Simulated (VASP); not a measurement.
# ScS4 (P4/mcc) in VASP: single point with PBE

Aim: the single point of ScS4 with PBE.

Everything below comes from runs of VASP 6.6.1. Logs are shortened: lines on timing, memory, paths and dates and some standing lists are left out, and cuts for length are marked.

### 1 The cell of the first run

It takes space group P4/mcc (No. 124, tetragonal). Conventional cell: a = 5.437 Å, b = 5.437 Å, c = 6.903 Å, α = 90.00°, β = 90.00°, γ = 90.00°. Sc (site symmetry 422) has 8 S at 2.71 Å and 2 Sc at 3.45 Å within 3.6 Å. S (site symmetry m) has 1 S at 2.08 Å and 2 Sc at 2.71 Å within 2.8 Å.

The cell was generated, and may not be a known phase.

### 2 Single point, PBE

The input, INCAR:

```
ALGO     = Normal         # electronic algorithm
EDIFF    = 1E-6           # SCF threshold, eV
ENCUT    = 520            # plane-wave cutoff, eV
GGA      = PE             # functional
ISIF     = 2              # what is computed and relaxed
ISMEAR   = 0              # smearing method
LASPH    = True           # aspherical terms in the spheres
LCHARG   = False          # write CHGCAR
LREAL    = False          # projectors in reciprocal space
LWAVE    = False          # write WAVECAR
NBANDS   = 46             # bands
NELM     = 60             # most SCF steps
PREC     = Accurate       # precision mode
SIGMA    = 0.1            # smearing width, eV
```

The input, KPOINTS:

```
k-points
0
Gamma
  6 6 6
```

The input, POSCAR:

```
ScS4
1.0
    5.4373855745      0.0000000000      0.0000000000
    0.0000000000      5.4373855745      0.0000000000
    0.0000000000      0.0000000000      6.9026889959
Sc S
2 8
Direct
    0.0000000000      0.0000000000      0.2500000000
    0.0000000000      0.0000000000      0.7500000000
    0.1310594797      0.3606939111      0.0000000000
    0.6393060889      0.1310594797      0.0000000000
    0.8689405203      0.6393060889      0.0000000000
    0.3606939111      0.8689405203      0.0000000000
    0.8689405203      0.3606939111      0.5000000000
    0.3606939111      0.1310594797      0.5000000000
    0.1310594797      0.6393060889      0.5000000000
    0.6393060889      0.8689405203      0.5000000000
```

Potentials or basis: VASP PAW PBE potentials, release 64 (Sc_sv, S).

Started as:

```sh
$ cat potpaw_PBE.64/Sc_sv/POTCAR potpaw_PBE.64/S/POTCAR > POTCAR
$ mpirun -np 1 vasp_std > vasp.out
```

OUTCAR:

```text
EDIFF = 1E-6
   ENCUT = 520
   GGA = PE
   ISIF = 2
   ISMEAR = 0
   LASPH = True
   LREAL = False
   NELM = 60
   PREC = Accurate

 ion  position               nearest neighbor table
   1  0.000  0.000  0.250-   3 2.71   4 2.71   5 2.71   6 2.71   7 2.71   8 2.71   9 2.71  10 2.71

   2  0.000  0.000  0.750-   3 2.71   4 2.71   5 2.71   6 2.71   7 2.71   8 2.71   9 2.71  10 2.71

   3  0.131  0.361  0.000-   5 2.08   2 2.71   1 2.71
   4  0.639  0.131  0.000-   6 2.08   2 2.71   1 2.71
   5  0.869  0.639  0.000-   3 2.08   2 2.71   1 2.71
   6  0.361  0.869  0.000-   4 2.08   2 2.71   1 2.71
   7  0.869  0.361  0.500-   9 2.08   2 2.71   1 2.71
   8  0.361  0.131  0.500-  10 2.08   2 2.71   1 2.71
   9  0.131  0.639  0.500-   7 2.08   2 2.71   1 2.71
  10  0.639  0.869  0.500-   8 2.08   2 2.71   1 2.71

  LATTYP: Found a simple tetragonal cell.
 ALAT       =     5.4373855745
 C/A-ratio  =     1.2694867600

  Lattice vectors:

 A1 = (   5.4373855745,   0.0000000000,   0.0000000000)
 A2 = (   0.0000000000,   5.4373855745,   0.0000000000)
 A3 = (   0.0000000000,   0.0000000000,   6.9026889959)

Analysis of symmetry for initial positions (statically):
=====================================================================
 Subroutine PRICEL returns:
 Original cell was already a primitive cell.

 Routine SETGRP: Setting up the symmetry group for a
 simple tetragonal supercell.

 Subroutine GETGRP returns: Found 16 space group operations
 (whereof  8 operations were pure point group operations)
 out of a pool of 16 trial point group operations.

The static configuration has the point symmetry C_4h.
 The point group associated with its full space group is D_4h.

Analysis of symmetry for dynamics (positions and initial velocities):
=====================================================================
 Subroutine PRICEL returns:
 Original cell was already a primitive cell.

 Routine SETGRP: Setting up the symmetry group for a
 simple tetragonal supercell.

 Subroutine GETGRP returns: Found 16 space group operations
 (whereof  8 operations were pure point group operations)
 out of a pool of 16 trial point group operations.

The dynamic configuration has the point symmetry C_4h.
 The point group associated with its full space group is D_4h.

 Subroutine INISYM returns: Found 16 space group operations
 (whereof  8 operations are pure point group operations),
 and found     1 'primitive' translations

----------------------------------------------------------------------------------------

                                     Primitive cell

  volume of cell :     204.0791

  direct lattice vectors                    reciprocal lattice vectors
     5.437385575  0.000000000  0.000000000     0.183911916  0.000000000  0.000000000
     0.000000000  5.437385575  0.000000000     0.000000000  0.183911916  0.000000000
     0.000000000  0.000000000  6.902688996     0.000000000  0.000000000  0.144871079

  length of vectors
     5.437385575  5.437385575  6.902688996     0.183911916  0.183911916  0.144871079

  position of ions in fractional coordinates (direct lattice)
     0.000000000  0.000000000  0.250000000
     0.000000000  0.000000000  0.750000000
     0.131059480  0.360693911  0.000000000
     0.639306089  0.131059480  0.000000000
     0.868940520  0.639306089  0.000000000
     0.360693911  0.868940520  0.000000000
     0.868940520  0.360693911  0.500000000
     0.360693911  0.131059480  0.500000000
     0.131059480  0.639306089  0.500000000
     0.639306089  0.868940520  0.500000000

  ion indices of the primitive-cell ions
   primitive index   ion index
                 1           1
                 2           2
                 3           3
                 4           4
                 5           5
                 6           6
                 7           7
                 8           8
                 9           9
                10          10

----------------------------------------------------------------------------------------

 KPOINTS: k-points

Automatic generation of k-mesh.
 Grid dimensions read from file:
 generate k-points for:    6    6    6

 Generating k-lattice:

  Cartesian coordinates                     Fractional coordinates (reciprocal lattice)
     0.030651986  0.000000000  0.000000000     0.166666667  0.000000000  0.000000000
     0.000000000  0.030651986  0.000000000     0.000000000  0.166666667  0.000000000
     0.000000000  0.000000000  0.024145180     0.000000000  0.000000000  0.166666667

  Length of vectors
     0.030651986  0.030651986  0.024145180

  Shift w.r.t. Gamma in fractional coordinates (k-lattice)
     0.000000000  0.000000000  0.000000000

 Subroutine IBZKPT returns following result:
 ===========================================

 Found     40 irreducible k-points:

 Following reciprocal coordinates:
            Coordinates               Weight
  0.000000  0.000000  0.000000      1.000000
  0.166667  0.000000  0.000000      4.000000
  0.333333  0.000000  0.000000      4.000000
  0.500000  0.000000  0.000000      2.000000
  0.166667  0.166667  0.000000      4.000000
  0.333333  0.166667  0.000000      8.000000
[... 16 lines left out ...]
  0.333333  0.000000  0.333333      8.000000
  0.500000  0.000000  0.333333      4.000000
 [... further k-points ...]
   k-points           NKPTS =     40   k-points in BZ     NKDIM =     40   number of bands    NBANDS=     46
   number of dos      NEDOS =    301   number of ions     NIONS =     10
   total plane-waves  NPLWV =  86400
   dimension x,y,z NGX =    40 NGY =   40 NGZ =   54
   dimension x,y,z NGXF=    80 NGYF=   80 NGZF=  108
   ions per type =               2   8
   NGX,Y,Z   is equivalent  to a cutoff of  12.23, 12.23, 13.01 a.u.
   NGXF,Y,Z  is equivalent  to a cutoff of  24.46, 24.46, 26.01 a.u.
 SYSTEM =  unknown system
   PREC   = accura    normal or accurate (medium, high low for compatibility)
   ISTART =      0    job   : 0-new  1-cont  2-samecut
   ICHARG =      2    charge: 1-file 2-atom 10-const
   ISPIN  =      1    spin polarized calculation?
   LNONCOLLINEAR =      F non collinear calculations
   LSORBIT =      F    spin-orbit coupling
   LASPH  =      T    aspherical Exc in radial PAW
   ENCUT  =  520.0 eV  38.22 Ry    6.18 a.u.  10.11 10.11 12.83*2*pi/ulx,y,z
   NELM   =     60;   NELMIN=  2; NELMDL= -5     # of ELM steps
   EDIFF  = 0.1E-05   stopping-criterion for ELM
   LREAL  =      F    real-space projection
   EDIFFG = 0.1E-04   stopping-criterion for IOM
   NSW    =      0    number of steps for IOM
   IBRION =     -1    ionic relax: 0-MD 1-quasi-New 2-CG
   NFREE  =      0    steps in history (QN), initial steepest desc. (CG)
   ISIF   =      2    stress and relaxation
   ISYM   =      2    0-nonsym 1-usesym 2-fastsym
   POTIM  = 0.5000    time-step for ionic-motion
   TEBEG  =    0.0;   TEEND  =   0.0 temperature during run
   PSTRESS=    0.0 pullay stress
   NELECT =      70.0000    total number of electrons
   NUPDOWN=      -1.0000    fix difference up-down
   EMIN   =  10.00;   EMAX   =-10.00  energy-range for DOS
   EFERMI =   0.00;   METHOD = LEGACY
   ISMEAR =     0;   SIGMA  =   0.10  broadening in eV -4-tet -1-fermi 0-gaus
   EFERMI_NEDOS =   21; number of points for ismear=-14 and -15
   IALGO  =     38    algorithm
   IMIX   =      4    mixing-type and parameters
     AMIX     =   0.40;   BMIX     =  1.00
     AMIX_MAG =   1.60;   BMIX_MAG =  1.00
  volume/ion in A,a.u.               =      20.41       137.72
  Fermi-wavevector in a.u.,A,eV,Ry     =   1.145974  2.165576 17.867929  1.313256
  Thomas-Fermi vector in A             =   2.282660
   LORBIT       =      0    0 simple, 1 ext, 2 COOP (PROOUT), +10 PAW based schemes
   GGA     = PE    functional components
   LHFCALC =     F    Hartree Fock is set to
   AEXX    =    0.0000 exact exchange contribution
   IVDW    =     0    specifies the selected vdW correction
   LEPSILON=     F    determine dielectric tensor
   LRPA    =     F    only Hartree local field effects (RPA)
 non-spin polarized calculation
 Gauss-broadening in eV      SIGMA  =   0.10
  energy-cutoff  :      520.00
  volume of cell :      204.08
 maximum number of plane-waves:      5520
   NGX = 21   NGY = 21   NGZ = 25

 number of electron      69.9999999 magnetization

 Free energy of the ion-electron system (eV)
  ---------------------------------------------------
  ext. energy  EPLUGINS =         0.00000000
  ---------------------------------------------------
  free energy    TOTEN  =       -53.04896707 eV

  energy without entropy =      -53.03378449  energy(sigma->0) =      -53.04137578

 E-fermi :   4.0124     XC(G=0):  -9.6454

 val. band max:        3.9921243819   @ k =   0.5000   0.3333   0.0000
 cond. band min:       4.0212403919   @ k =   0.3333   0.1667   0.3333
 fundamental gap:      0.0291160100
 Fermi energy:         4.0124069991

 k-point     1 :       0.0000    0.0000    0.0000
  band No.  band energies     occupation
      1     -45.1772      2.00000
      2     -45.1663      2.00000
      3     -23.9146      2.00000
      4     -23.7884      2.00000
      5     -23.7884      2.00000
      6     -23.7657      2.00000
[... 38 lines left out ...]
     45       7.7126      0.00000
     46       7.7806      0.00000

 k-point     2 :       0.1667    0.0000    0.0000
  band No.  band energies     occupation
      1     -45.1772      2.00000
      2     -45.1663      2.00000
      3     -23.9144      2.00000
      4     -23.7888      2.00000
      5     -23.7884      2.00000
      6     -23.7659      2.00000
[... 1070 lines left out ...]
 k-point    24 :       0.5000    0.0000    0.3333
  band No.  band energies     occupation
      1     -45.1745      2.00000
      2     -45.1690      2.00000
      3     -23.8768      2.00000
      4     -23.8017      2.00000
      5     -23.7843      2.00000
      6     -23.7827      2.00000
[... 38 lines left out ...]
     45       7.5026      0.00000
     46       7.8802      0.00000

 [... further k-points ...]

------------------------ aborting loop because EDIFF is reached ----------------------------------------

  FORCE on cell =-STRESS in cart. coord.  units (eV):
  Direction    XX          YY          ZZ          XY          YZ          ZX
  --------------------------------------------------------------------------------------
  -------------------------------------------------------------------------------------
  Total       -0.3194854     -0.3194854      0.0587692      0.0000000      0.0000000      0.0000000
  in kB       -2.5082049     -2.5082049      0.4613832      0.0000000      0.0000000      0.0000000
  external PRESSURE =      -1.5183422 kB  Pullay stress =       0.0000000 kB

 VOLUME and BASIS-vectors are now :
 -----------------------------------------------------------------------------
  energy-cutoff  :      520.00
  volume of cell :      204.08
      direct lattice vectors                 reciprocal lattice vectors
     5.437385575  0.000000000  0.000000000     0.183911916  0.000000000  0.000000000
     0.000000000  5.437385575  0.000000000     0.000000000  0.183911916  0.000000000
     0.000000000  0.000000000  6.902688996     0.000000000  0.000000000  0.144871079

 POSITION                                       TOTAL-FORCE (eV/Angst)
 -----------------------------------------------------------------------------------
      0.00000      0.00000      1.72567         0.000000      0.000000     -0.000000
      0.00000      0.00000      5.17702         0.000000      0.000000     -0.000000
      0.71262      1.96123      0.00000        -0.068365      0.093128     -0.000000
      3.47615      0.71262      0.00000        -0.093128     -0.068365     -0.000000
      4.72476      3.47615      0.00000         0.068365     -0.093128     -0.000000
      1.96123      4.72476      0.00000         0.093128      0.068365     -0.000000
      4.72476      1.96123      3.45134         0.068365      0.093128      0.000000
      1.96123      0.71262      3.45134         0.093128     -0.068365     -0.000000
      0.71262      3.47615      3.45134        -0.068365     -0.093128      0.000000
      3.47615      4.72476      3.45134        -0.093128      0.068365     -0.000000
 -----------------------------------------------------------------------------------
    total drift:                                0.000000     -0.000000      0.000000

  FREE ENERGIE OF THE ION-ELECTRON SYSTEM (eV)
  ---------------------------------------------------
  free  energy   TOTEN  =       -53.0489670668 eV

  energy  without entropy=      -53.0337844938  energy(sigma->0) =      -53.04137578
```

Wall time 3.7 min (1 thread of AMD EPYC 9R45 (Zen 5), shared host); peak memory 0.41 GiB.

Results:

- Free energy: -53.0490 eV
- Pressure: -0.2 GPa
- Largest force: 0.116 eV/Å
- Band gap on the k mesh: zero (bands 35 and 36 overlap by 1.97 eV)

Forces in eV/Å, atoms in the order of the input:
```
Sc   0.000  0.000  0.000
Sc   0.000  0.000  0.000
S   -0.068  0.093  0.000
S   -0.093 -0.068  0.000
S    0.068 -0.093  0.000
S    0.093  0.068  0.000
S    0.068  0.093  0.000
S    0.093 -0.068  0.000
S   -0.068 -0.093  0.000
S   -0.093  0.068  0.000
```

Stress tensor (GPa, compression positive):
```
-0.25  0.00  0.00
 0.00 -0.25  0.00
 0.00  0.00  0.05
```

The gap in the log of VASP goes by the Fermi energy; the results here count the filled bands.